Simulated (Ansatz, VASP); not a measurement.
**Two plane-wave programs on AgOs2**

```
Ag Os
1.0
    -2.37625    2.37625    2.43968
     2.37625   -2.37625    2.43968
     2.37625    2.37625   -2.43968
Ag Os
1 2
Cartesian
  0.0000 0.0000 0.0000
  0.0000 2.3762 1.2198
  2.3762 0.0000 1.2198
```

Alike in both runs: task relaxation of cell and atoms; functional PBE; k mesh 14 × 14 × 14; occupations gaussian, width 0.1 eV; no spin polarisation.

|  | VASP | Ansatz |
| --- | --- | --- |
| version | VASP 6.6.1 | Ansatz 0.2.0 |
| potentials or method | VASP PAW PBE potentials, release 64 (Ag, Os), cutoff 600 eV | scalar-relativistic, plane waves, PAW |
| valence electrons in the cell | 27 | 51 |

Ansatz gave:

```
gap on the k mesh at the Fermi level, each at its own relaxed structure (eV)  : none
relaxed volume (Å³/atom)                                                      : 18.20
relaxed length of the cell vector where the two differ most in proportion (Å) : 4.142
```

What did VASP give for the same quantities?

gap on the k mesh at the Fermi level, each at its own relaxed structure (eV): none; relaxed volume (Å³/atom): 18.17; relaxed length of the cell vector where the two differ most in proportion (Å): 4.140.

A gap of «none» marks a metal or a gap that the smearing closes. VASP's potentials hold 27 valence electrons a cell and Ansatz's 51, so a difference there can come from the potentials and not from the codes.

Spin-orbit coupling is off throughout.
